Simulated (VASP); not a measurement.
A run of VASP 6.6.1:

The input INCAR:

```
  PREC = Accurate
  ENCUT = 520
  EDIFF = 1E-7
  ISMEAR = -1
  SIGMA = 0.05
  LREAL = F
  LASPH = T
  NELM = 100
  ALGO = Normal
  ISIF = 2
  LWAVE = F
  LCHARG = F
  NBANDS = 14
```

File KPOINTS:

```
regular mesh
0
Gamma
  15 15 15
```

POSCAR

```
HfC
1.0
    0.0000000000      2.3250000000      2.3250000000
    2.3250000000      0.0000000000      2.3250000000
    2.3250000000      2.3250000000      0.0000000000
Hf C
1 1
Direct
    0.5000000000      0.5000000000      0.5000000000
    0.0000000000      0.0000000000      0.0000000000
```

Potentials or basis: VASP PAW LDA potentials, release 64 (Hf_pv, C).

Launch:

```bash
$ cat potpaw_LDA.64/Hf_pv/POTCAR potpaw_LDA.64/C/POTCAR > POTCAR
$ mpirun -np 1 vasp_std > vasp.out
```

Hardware: 1 thread of Intel(R) Xeon(R) 6975P-C (Granite Rapids), with other jobs on the host.

Problem. How long does it take, and how much memory?

Solution. Run time: 11 s on 1 thread of Intel(R) Xeon(R) 6975P-C (Granite Rapids), with other jobs on the host, peak memory 0.16 GiB. Counts: scf iterations 14, k points 120.
